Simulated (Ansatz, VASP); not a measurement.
Cd: VASP beside Ansatz

```
Cd
1.0
     2.97887    0.00000    0.00000
    -1.48944    2.57978    0.00000
     0.00000    0.00000    5.61765
Cd
2
Direct
  0.33333 0.66667 0.25000
  0.66667 0.33333 0.75000
```

Alike in both runs: task single point; functional PBEsol; k mesh 6 × 6 × 4; occupations gaussian, width 0.1 eV; no spin polarisation.

|  | VASP | Ansatz |
| --- | --- | --- |
| version | VASP 6.6.1 | Ansatz 0.2.0 |
| potentials or method | VASP PAW PBE potentials, release 64 (Cd), cutoff 500 eV | scalar-relativistic, plane waves, PAW |
| valence electrons in the cell | 24 | 40 |

|  | VASP | Ansatz | Ansatz less VASP |
| --- | --- | --- | --- |
| gap on the k mesh at the Fermi level (eV) | none | none | - |
| pressure (GPa) | -0.2 | -0.5 | -0.34 |
| traceless stress, the component that is largest in VASP (GPa) | 0.18 | 0.31 | +0.132 |

VASP's potentials were made for PBE, not for PBEsol. A gap of «none» marks a metal or a gap that the smearing closes. With one functional, cell and mesh, what is left measures potentials, basis and numerics. VASP's potentials hold 24 valence electrons a cell and Ansatz's 40, so a difference there can come from the potentials and not from the codes.

The k mesh is coarse, so the values compare programs but aren't converged.
